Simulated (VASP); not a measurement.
# BN (zincblende type) (F-43m) in VASP: a series of runs

Runs on BN (zincblende type). Level: r2SCAN. Tasks: single point.

Program: VASP 6.6.1. These are calculated values, not measurements. Logs are shortened: lines on timing, memory, paths and dates and some standing lists are left out, and cuts for length are marked.

## 1. The cell of the first run

It takes space group F-43m (No. 216, cubic). Conventional cell: a = 3.351 Å, b = 3.351 Å, c = 3.351 Å, α = 90.00°, β = 90.00°, γ = 90.00°. Within 1.9 Å of B (site symmetry -43m) lie 4 N at 1.45 Å. Within 1.9 Å of N (site symmetry -43m) lie 4 B at 1.45 Å.

## 2. Single point, r2SCAN (4.70 Å³/atom)

POSCAR

```
BN
1.0
    0.0000000000      1.6754283811      1.6754283811
    1.6754283811      0.0000000000      1.6754283811
    1.6754283811      1.6754283811      0.0000000000
B N
1 1
Direct
    0.0000000000      0.0000000000      0.0000000000
    0.2500000000      0.2500000000      0.2500000000
```

INCAR.step1

```
ALGO = Normal ; EDIFF = 1E-4
ENCUT = 520 ; GGA = PE
ISMEAR = -1 ; LASPH = T
LCHARG = F ; LREAL = F
LWAVE = T ; NBANDS = 11
NELM = 60 ; PREC = Accurate
SIGMA = 0.08
```

INCAR.step2

```
ALGO = Normal ; EDIFF = 1E-7
ENCUT = 520 ; ISIF = 2
ISMEAR = -1 ; ISTART = 1
LASPH = T ; LCHARG = T
LELF = T ; LMIXTAU = T
LREAL = F ; LVHAR = T
LWAVE = F ; METAGGA = R2SCAN
NBANDS = 11 ; NELM = 60
PREC = Accurate ; SIGMA = 0.08
```

KPOINTS

```
k-points
0
Gamma
  15 15 15
```

Potentials or basis: VASP PAW PBE potentials, release 64 (B, N).

Launch:

```bash
$ cat potpaw_PBE.64/B/POTCAR potpaw_PBE.64/N/POTCAR > POTCAR
$ cp INCAR.step1 INCAR
$ mpirun -np 1 vasp_std > vasp.out
$ cp INCAR.step2 INCAR
$ mpirun -np 1 vasp_std > vasp.out
```

OUTCAR:

```text
EDIFF = 1E-7
   ENCUT = 520
   ISIF = 2
   ISMEAR = -1
   ISTART = 1
   LASPH = T
   LREAL = F
   METAGGA = R2SCAN
   NELM = 60
   PREC = Accurate

 ion  position               nearest neighbor table
   1  0.000  0.000  0.000-   2 1.45   2 1.45   2 1.45   2 1.45
   2  0.250  0.250  0.250-   1 1.45   1 1.45   1 1.45   1 1.45

  LATTYP: Found a face centered cubic cell.
 ALAT       =     3.3508567622

  Lattice vectors:

 A1 = (   0.0000000000,   1.6754283811,   1.6754283811)
 A2 = (   1.6754283811,   0.0000000000,   1.6754283811)
 A3 = (   1.6754283811,   1.6754283811,   0.0000000000)

Analysis of symmetry for initial positions (statically):
=====================================================================
 Subroutine PRICEL returns:
 Original cell was already a primitive cell.

 Routine SETGRP: Setting up the symmetry group for a
 face centered cubic supercell.

 Subroutine GETGRP returns: Found 24 space group operations
 (whereof 24 operations were pure point group operations)
 out of a pool of 48 trial point group operations.

The static configuration has the point symmetry T_d .

Analysis of symmetry for dynamics (positions and initial velocities):
=====================================================================
 Subroutine PRICEL returns:
 Original cell was already a primitive cell.

 Routine SETGRP: Setting up the symmetry group for a
 face centered cubic supercell.

 Subroutine GETGRP returns: Found 24 space group operations
 (whereof 24 operations were pure point group operations)
 out of a pool of 48 trial point group operations.

The dynamic configuration has the point symmetry T_d .

 Subroutine INISYM returns: Found 24 space group operations
 (whereof 24 operations are pure point group operations),
 and found     1 'primitive' translations

----------------------------------------------------------------------------------------

                                     Primitive cell

  volume of cell :       9.4061

  direct lattice vectors                    reciprocal lattice vectors
     0.000000000  1.675428381  1.675428381    -0.298431139  0.298431139  0.298431139
     1.675428381  0.000000000  1.675428381     0.298431139 -0.298431139  0.298431139
     1.675428381  1.675428381  0.000000000     0.298431139  0.298431139 -0.298431139

  length of vectors
     2.369413539  2.369413539  2.369413539     0.516897895  0.516897895  0.516897895

  position of ions in fractional coordinates (direct lattice)
     0.000000000  0.000000000  0.000000000
     0.250000000  0.250000000  0.250000000

  ion indices of the primitive-cell ions
   primitive index   ion index
                 1           1
                 2           2

----------------------------------------------------------------------------------------

 KPOINTS: k-points

Automatic generation of k-mesh.
 Grid dimensions read from file:
 generate k-points for:   15   15   15

 Generating k-lattice:

  Cartesian coordinates                     Fractional coordinates (reciprocal lattice)
    -0.019895409  0.019895409  0.019895409     0.066666667  0.000000000  0.000000000
     0.019895409 -0.019895409  0.019895409     0.000000000  0.066666667  0.000000000
     0.019895409  0.019895409 -0.019895409     0.000000000  0.000000000  0.066666667

  Length of vectors
     0.034459860  0.034459860  0.034459860

  Shift w.r.t. Gamma in fractional coordinates (k-lattice)
     0.000000000  0.000000000  0.000000000

 Subroutine IBZKPT returns following result:
 ===========================================

 Found    120 irreducible k-points:

 Following reciprocal coordinates:
            Coordinates               Weight
  0.000000  0.000000  0.000000      1.000000
  0.066667  0.000000  0.000000      8.000000
  0.133333  0.000000  0.000000      8.000000
  0.200000  0.000000  0.000000      8.000000
  0.266667  0.000000  0.000000      8.000000
  0.333333  0.000000  0.000000      8.000000
[... 16 lines left out ...]
  0.133333  0.133333  0.000000      6.000000
  0.200000  0.133333  0.000000     24.000000
 [... further k-points ...]
   k-points           NKPTS =    120   k-points in BZ     NKDIM =    120   number of bands    NBANDS=     11
   number of dos      NEDOS =    301   number of ions     NIONS =      2
   total plane-waves  NPLWV =   5832
   dimension x,y,z NGX =    18 NGY =   18 NGZ =   18
   dimension x,y,z NGXF=    36 NGYF=   36 NGZF=   36
   ions per type =               1   1
   NGX,Y,Z   is equivalent  to a cutoff of  12.63, 12.63, 12.63 a.u.
   NGXF,Y,Z  is equivalent  to a cutoff of  25.26, 25.26, 25.26 a.u.
 SYSTEM =  unknown system
   PREC   = accura    normal or accurate (medium, high low for compatibility)
   ISTART =      1    job   : 0-new  1-cont  2-samecut
   ICHARG =      0    charge: 1-file 2-atom 10-const
   ISPIN  =      1    spin polarized calculation?
   LNONCOLLINEAR =      F non collinear calculations
   LSORBIT =      F    spin-orbit coupling
   LASPH  =      T    aspherical Exc in radial PAW
   ENCUT  =  520.0 eV  38.22 Ry    6.18 a.u.   4.41  4.41  4.41*2*pi/ulx,y,z
   NELM   =     60;   NELMIN=  2; NELMDL=  0     # of ELM steps
   EDIFF  = 0.1E-06   stopping-criterion for ELM
   LREAL  =      F    real-space projection
   EDIFFG = 0.1E-05   stopping-criterion for IOM
   NSW    =      0    number of steps for IOM
   IBRION =     -1    ionic relax: 0-MD 1-quasi-New 2-CG
   NFREE  =      0    steps in history (QN), initial steepest desc. (CG)
   ISIF   =      2    stress and relaxation
   ISYM   =      2    0-nonsym 1-usesym 2-fastsym
   POTIM  = 0.5000    time-step for ionic-motion
   TEBEG  =    0.0;   TEEND  =   0.0 temperature during run
   PSTRESS=    0.0 pullay stress
   NELECT =       8.0000    total number of electrons
   NUPDOWN=      -1.0000    fix difference up-down
   EMIN   =  10.00;   EMAX   =-10.00  energy-range for DOS
   EFERMI =   0.00;   METHOD = LEGACY
   ISMEAR =    -1;   SIGMA  =   0.08  broadening in eV -4-tet -1-fermi 0-gaus
   EFERMI_NEDOS =   21; number of points for ismear=-14 and -15
   IALGO  =     38    algorithm
   IMIX   =      4    mixing-type and parameters
     AMIX     =   0.40;   BMIX     =  1.00
     AMIX_MAG =   1.60;   BMIX_MAG =  1.00
  volume/ion in A,a.u.               =       4.70        31.74
  Fermi-wavevector in a.u.,A,eV,Ry     =   1.551085  2.931126 32.733781  2.405865
  Thomas-Fermi vector in A             =   2.655655
   LORBIT       =      0    0 simple, 1 ext, 2 COOP (PROOUT), +10 PAW based schemes
   METAGGA = R2SCAN    functional components
   LHFCALC =     F    Hartree Fock is set to
   AEXX    =    0.0000 exact exchange contribution
   IVDW    =     0    specifies the selected vdW correction
   LEPSILON=     F    determine dielectric tensor
   LRPA    =     F    only Hartree local field effects (RPA)
 non-spin polarized calculation
  energy-cutoff  :      520.00
  volume of cell :        9.41
 maximum number of plane-waves:       271
 NGX is ok and might be reduce to    18
   NGX =  9   NGY =  9   NGZ =  9

 number of electron       8.0000003 magnetization

 Free energy of the ion-electron system (eV)
  ---------------------------------------------------
  ext. energy  EPLUGINS =         0.00000000
  ---------------------------------------------------
  free energy    TOTEN  =       -18.33468278 eV

  energy without entropy =      -18.33468278  energy(sigma->0) =      -18.33468278

 E-fermi :  11.8636     XC(G=0): -14.9010

 val. band max:       10.3183389994   @ k =   0.0000   0.0000   0.0000
 cond. band min:      15.6101057912   @ k =   0.4667   0.4667   0.0000
 fundamental gap:      5.2917667917
 Fermi energy:        11.8636470749

 k-point     1 :       0.0000    0.0000    0.0000
  band No.  band energies     occupation
      1     -13.8672      2.00000
      2      10.3183      2.00000
      3      10.3183      2.00000
      4      10.3183      2.00000
      5      20.9605      0.00000
      6      20.9605      0.00000
      7      20.9605      0.00000
      8      25.5651      0.00000
      9      41.1938      0.00000
     10      42.0466      0.00000
     11      42.0466      0.00000

 k-point     2 :       0.0667    0.0000    0.0000
  band No.  band energies     occupation
      1     -13.7338      2.00000
      2       9.5788      2.00000
      3      10.1617      2.00000
      4      10.1617      2.00000
      5      21.2027      0.00000
      6      21.2027      0.00000
      7      21.3060      0.00000
      8      25.8730      0.00000
      9      40.0452      0.00000
     10      40.0452      0.00000
     11      40.4257      0.00000

 k-point     3 :       0.1333    0.0000    0.0000
  band No.  band energies     occupation
      1     -13.3362      2.00000
      2       7.7448      2.00000
      3       9.7558      2.00000
      4       9.7558      2.00000
      5      21.8108      0.00000
      6      21.8108      0.00000
      7      22.0173      0.00000
      8      26.6861      0.00000
      9      38.2311      0.00000
     10      38.2311      0.00000
     11      39.3173      0.00000

 k-point     4 :       0.2000    0.0000    0.0000
  band No.  band energies     occupation
      1     -12.6817      2.00000
      2       5.4132      2.00000
      3       9.2359      2.00000
      4       9.2359      2.00000
      5      22.5006      0.00000
      6      22.5006      0.00000
      7      22.7244      0.00000
      8      27.6582      0.00000
      9      37.2963      0.00000
     10      37.2963      0.00000
     11      38.5813      0.00000
[... 239 lines left out ...]
 k-point    22 :      -0.0667    0.0667    0.0000
  band No.  band energies     occupation
      1     -13.5125      2.00000
      2       8.7930      2.00000
      3       9.3581      2.00000
      4      10.1833      2.00000
      5      21.2697      0.00000
      6      21.5687      0.00000
      7      22.0759      0.00000
      8      26.3191      0.00000
      9      37.7784      0.00000
     10      38.4795      0.00000
     11      42.1668      0.00000

 k-point    23 :       0.1333    0.1333    0.0000
  band No.  band energies     occupation
      1     -13.1597      2.00000
      2       8.6641      2.00000
      3       8.6641      2.00000
      4       8.7863      2.00000
      5      20.2280      0.00000
      6      23.2953      0.00000
      7      23.2953      0.00000
      8      26.5600      0.00000
      9      33.8217      0.00000
     10      42.7262      0.00000
     11      43.0327      0.00000

 k-point    24 :       0.2000    0.1333    0.0000
  band No.  band energies     occupation
      1     -12.6795      2.00000
      2       6.8893      2.00000
      3       8.0182      2.00000
      4       8.6977      2.00000
      5      20.1871      0.00000
      6      24.2298      0.00000
      7      24.2753      0.00000
      8      26.6721      0.00000
      9      33.0202      0.00000
     10      42.2004      0.00000
     11      42.6799      0.00000

 [... further k-points ...]

------------------------ aborting loop because EDIFF is reached ----------------------------------------

  FORCE on cell =-STRESS in cart. coord.  units (eV):
  Direction    XX          YY          ZZ          XY          YZ          ZX
  --------------------------------------------------------------------------------------
  -------------------------------------------------------------------------------------
  Total        7.7864106      7.7864106      7.7864106     -0.0000000     -0.0000000      0.0000000
  in kB     1326.2954726   1326.2954726   1326.2954726     -0.0000000     -0.0000000      0.0000000
  external PRESSURE =    1326.2954726 kB  Pullay stress =       0.0000000 kB

 VOLUME and BASIS-vectors are now :
 -----------------------------------------------------------------------------
  energy-cutoff  :      520.00
  volume of cell :        9.41
      direct lattice vectors                 reciprocal lattice vectors
     0.000000000  1.675428381  1.675428381    -0.298431139  0.298431139  0.298431139
     1.675428381  0.000000000  1.675428381     0.298431139 -0.298431139  0.298431139
     1.675428381  1.675428381  0.000000000     0.298431139  0.298431139 -0.298431139

 POSITION                                       TOTAL-FORCE (eV/Angst)
 -----------------------------------------------------------------------------------
      0.00000      0.00000      0.00000         0.000000      0.000000     -0.000000
      0.83771      0.83771      0.83771        -0.000000     -0.000000      0.000000
 -----------------------------------------------------------------------------------
    total drift:                                0.000000      0.000000      0.000000

  FREE ENERGIE OF THE ION-ELECTRON SYSTEM (eV)
  ---------------------------------------------------
  free  energy   TOTEN  =       -18.3346827799 eV

  energy  without entropy=      -18.3346827799  energy(sigma->0) =      -18.33468278
```

Run time: 1.8 min. Hardware: 1 thread of Intel Xeon 8259CL, shared host; peak memory 0.13 GiB.

What came out:

```
Free energy            : -18.3347 eV
Pressure               : 132.6 GPa
Band gap on the k mesh : 5.29 eV (least direct gap 10.64 eV)
```

Caveat: the cell stands under pressure; the PAW data sets were made with another functional, which shifts forces and pressure a little; an odd mesh through Γ misses points on the zone boundary, where band edges can lie.

## 3. Single point, r2SCAN (5.17 Å³/atom)

This run uses another cell than the first one, of 5.17 Å³/atom.

POSCAR

```
BN
1.0
    0.0000000000      1.7295114027      1.7295114027
    1.7295114027      0.0000000000      1.7295114027
    1.7295114027      1.7295114027      0.0000000000
B N
1 1
Direct
    0.0000000000      0.0000000000      0.0000000000
    0.2500000000      0.2500000000      0.2500000000
```

INCAR.step1

```
PREC = Accurate
ENCUT = 520
ISMEAR = -1
SIGMA = 0.08
LREAL = False
LASPH = True
NELM = 100
NBANDS = 11
GGA = PE
ALGO = Normal
EDIFF = 1E-4
LWAVE = True
LCHARG = False
```

INCAR.step2

```
PREC = Accurate
ENCUT = 520
EDIFF = 1E-6
ISMEAR = -1
SIGMA = 0.08
LREAL = False
LASPH = True
NELM = 100
ALGO = Normal
ISIF = 2
LWAVE = False
LCHARG = False
METAGGA = R2SCAN
LMIXTAU = True
NBANDS = 11
ISTART = 1
```

KPOINTS

```
Automatic mesh
0
Gamma
  15 15 15
```

Potentials or basis: VASP PAW PBE potentials, release 64 (B, N).

Launch:

```bash
$ cat potpaw_PBE.64/B/POTCAR potpaw_PBE.64/N/POTCAR > POTCAR
$ cp INCAR.step1 INCAR
$ mpirun -np 1 vasp_std > vasp.out
$ cp INCAR.step2 INCAR
$ mpirun -np 1 vasp_std > vasp.out
```

It took 91 s on 1 thread of Intel Xeon 8259CL, shared host; peak memory 0.13 GiB.

Results (log left out):

- Free energy: -18.9038 eV
- Pressure: 64.8 GPa
- Band gap on the k mesh: 5.19 eV (least direct gap 10.18 eV)

Levels at points of the mesh, in eV from the valence-band top:
| k point | band 1 | band 2 | band 3 | band 4 | band 5 | band 6 | band 7 | band 8 | band 9 |
| --- | --- | --- | --- | --- | --- | --- | --- | --- | --- |
| (0.00, 0.00, 0.00) | -22.91 | 0.00 | 0.00 | 0.00 | 10.18 | 10.18 | 10.18 | 13.43 | 28.84 |

Caveat: the cell stands under pressure; the PAW data sets were made with another functional, which shifts forces and pressure a little; an odd mesh through Γ misses points on the zone boundary, where band edges can lie.

## 4. Single point, r2SCAN (5.53 Å³/atom)

This run uses another cell than the first one, of 5.53 Å³/atom.

POSCAR

```
BN
1.0
    0.0000000000      1.7679575110      1.7679575110
    1.7679575110      0.0000000000      1.7679575110
    1.7679575110      1.7679575110      0.0000000000
B N
1 1
Direct
    0.0000000000      0.0000000000      0.0000000000
    0.2500000000      0.2500000000      0.2500000000
```

Edit INCAR.step1 of step 3 so:

```diff
@@ -6,3 +6,3 @@
 LASPH = True
-NELM = 100
+NELM = 80
 NBANDS = 11
```

Edit INCAR.step2 of step 3 so:

```diff
@@ -2,3 +2,3 @@
 ENCUT = 520
-EDIFF = 1E-6
+EDIFF = 1E-7
 ISMEAR = -1
@@ -7,3 +7,3 @@
 LASPH = True
-NELM = 100
+NELM = 80
 ALGO = Normal
```

KPOINTS

```
regular mesh
0
Gamma
  15 15 15
```

Launch:

```bash
$ cat potpaw_PBE.64/B/POTCAR potpaw_PBE.64/N/POTCAR > POTCAR
$ cp INCAR.step1 INCAR
$ mpirun -np 1 vasp_std > vasp.out
$ cp INCAR.step2 INCAR
$ mpirun -np 1 vasp_std > vasp.out
```

It took 1.9 min on 1 thread of Intel Xeon 8259CL, shared host; peak memory 0.13 GiB.

The run converged. Its results:

- Free energy: -19.1073 eV
- Pressure: 28.5 GPa
- Band gap on the k mesh: 5.12 eV (least direct gap 9.85 eV)

Levels at points of the mesh, in eV from the valence-band top:
```
           k point  band 1  band 2  band 3  band 4  band 5  band 6  band 7  band 8  band 9
(0.00, 0.00, 0.00)  -22.08    0.00    0.00    0.00    9.85    9.85    9.85   12.23   27.47
```

Caveat: the cell stands under pressure; the PAW data sets were made with another functional, which shifts forces and pressure a little; an odd mesh through Γ misses points on the zone boundary, where band edges can lie.

## 5. Summary

```csv
cell,gap on the mesh (eV),pressure (GPa)
"a = 2.369 Å, angles 60.0°, 2 atoms",5.29,132.6
"a = 2.446 Å, angles 60.0°, 2 atoms",5.19,64.8
"a = 2.500 Å, angles 60.0°, 2 atoms",5.12,28.5
```

Alike in all rows: task single point; level r2SCAN; potentials or basis VASP PAW PBE potentials, release 64 (B, N); no spin polarisation; k mesh 15 × 15 × 15; cutoff (eV) 520; smearing fermi-dirac 0.08 eV.

Caveats: the cell stands under pressure; the PAW data sets were made with another functional, which shifts forces and pressure a little; an odd mesh through Γ misses points on the zone boundary, where band edges can lie.

Total energies depend on the potentials used, so only differences within one code and one set of settings carry meaning.
